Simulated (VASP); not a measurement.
A run of VASP 6.6.1 is set up as follows.

The input POSCAR:

```
Sn
1.0
    0.0000000000      3.2840539268      3.2840539268
    3.2840539268      0.0000000000      3.2840539268
    3.2840539268      3.2840539268      0.0000000000
Sn
2
Direct
    0.5000000000      0.5000000000      0.5000000000
    0.7500000000      0.7500000000      0.7500000000
```

File INCAR.step1:

```
  ALGO = Normal
  EDIFF = 1E-4
  ENCUT = 520
  GGA = PE
  ISMEAR = -1
  LASPH = True
  LCHARG = False
  LREAL = False
  LWAVE = True
  NBANDS = 21
  NELM = 60
  PREC = Accurate
  SIGMA = 0.1
```

Contents of INCAR.step2:

```
  ALGO = Normal
  EDIFF = 1E-6
  ENCUT = 520
  ISIF = 2
  ISMEAR = -1
  ISTART = 1
  LASPH = True
  LCHARG = True
  LELF = True
  LMIXTAU = True
  LREAL = False
  LVHAR = True
  LWAVE = False
  METAGGA = R2SCAN
  NBANDS = 21
  NELM = 60
  PREC = Accurate
  SIGMA = 0.1
```

Contents of KPOINTS:

```
k-points
0
Gamma
  9 9 9
```

Potentials or basis: VASP PAW PBE potentials, release 64 (Sn_d).

Launch:

```bash
$ cat potpaw_PBE.64/Sn_d/POTCAR > POTCAR
$ cp INCAR.step1 INCAR
$ mpirun -np 1 vasp_std > vasp.out
$ cp INCAR.step2 INCAR
$ mpirun -np 1 vasp_std > vasp.out
```

(1) Estimate the pressure.

(2) Predict the band gap on the k mesh.

## Answers

(1) 0.0 GPa.

(2) zero (filled and empty bands touch).

Caveat: the PAW data sets were made with another functional, which shifts forces and pressure a little; spin-orbit coupling is left out, which moves the levels of the heavy elements.
